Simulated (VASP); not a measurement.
Here is a VASP 6.6.1 calculation.

File INCAR:

```
PREC     = Accurate       # precision mode
ENCUT    = 520            # plane-wave cutoff, eV
EDIFF    = 1E-6           # SCF threshold, eV
ISMEAR   = -1             # smearing method
SIGMA    = 0.05           # smearing width, eV
LREAL    = False          # projectors in reciprocal space
LASPH    = True           # aspherical terms in the spheres
NELM     = 100            # most SCF steps
ALGO     = Normal         # electronic algorithm
ISIF     = 2              # what is computed and relaxed
LWAVE    = False          # write WAVECAR
LCHARG   = False          # write CHGCAR
GGA      = PS             # functional
NBANDS   = 16             # bands
```

KPOINTS

```
Automatic mesh
0
Gamma
  11 11 6
```

The input POSCAR:

```
Ir
1.0
    2.6968683584      0.0000000000      0.0000000000
   -1.3484341792      2.3355565091      0.0000000000
    0.0000000000      0.0000000000      4.3741602012
Ir
2
Direct
    0.3333333333      0.6666666667      0.2500000000
    0.6666666667      0.3333333333      0.7500000000
```

Potentials or basis: VASP PAW PBE potentials, release 64 (Ir).

Command:

```console
$ cat potpaw_PBE.64/Ir/POTCAR > POTCAR
$ mpirun -np 1 vasp_std > vasp.out
```

Question: Estimate the band gap on the k mesh.

Answer: Zero (band 9 reaches 11.87 eV, above the bottom of band 10 at 8.45 eV).

Question: Estimate the pressure.

Answer: 11.2 GPa.

Stress tensor (GPa, compression positive):
```
11.20  0.00  0.00
 0.00 11.20  0.00
 0.00  0.00 11.30
```

Caveat: the PAW data sets were made with another functional, which shifts forces and pressure a little; spin-orbit coupling is left out, which moves the levels of the heavy elements.
